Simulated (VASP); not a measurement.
Runs of VASP 6.6.1 on GaAs. The structure is that of space group F-43m (No. 216), or close to it. The cells are those of the table. 

| task | level | potentials or basis | spin | cell | cutoff (eV) | smearing | gap on the mesh (eV) | pressure (GPa) |
| --- | --- | --- | --- | --- | --- | --- | --- | --- |
| single point | PBEsol | VASP PAW PBE potentials, release 64 (Ga_d, As) | non-collinear, zero start, SOC | a = 4.001 Å, angles 60.0°, 2 atoms | 520 | fermi-dirac 0.02 eV | - | 0.2 |
| single point | PBEsol | VASP PAW PBE potentials, release 64 (Ga_d, As) | off | a = 4.002 Å, angles 60.0°, 2 atoms | 520 | gaussian 0.01 eV | 0.43 | 0.2 |
| relaxation of cell and atoms | PBEsol | VASP PAW PBE potentials, release 64 (Ga_d, As) | off | relaxed from a = 4.001 Å, angles 60.0°, 2 atoms | 600 | gaussian 0.01 eV | 0.42 | 0.0 |
| single point | LDA | VASP PAW LDA potentials, release 64 (Ga_d, As) | off | a = 3.974 Å, angles 60.0°, 2 atoms | 520 | gaussian 0.05 eV | (a) | -0.3 |

Alike in all rows: k mesh 12 × 12 × 12.

Estimate the missing entries.

(a) 0.47.

Caveats: the PAW data sets were made with another functional, which shifts forces and pressure a little (some runs).

A k mesh can miss the band edges, and rows without SOC leave out spin-orbit coupling on As, Ga.
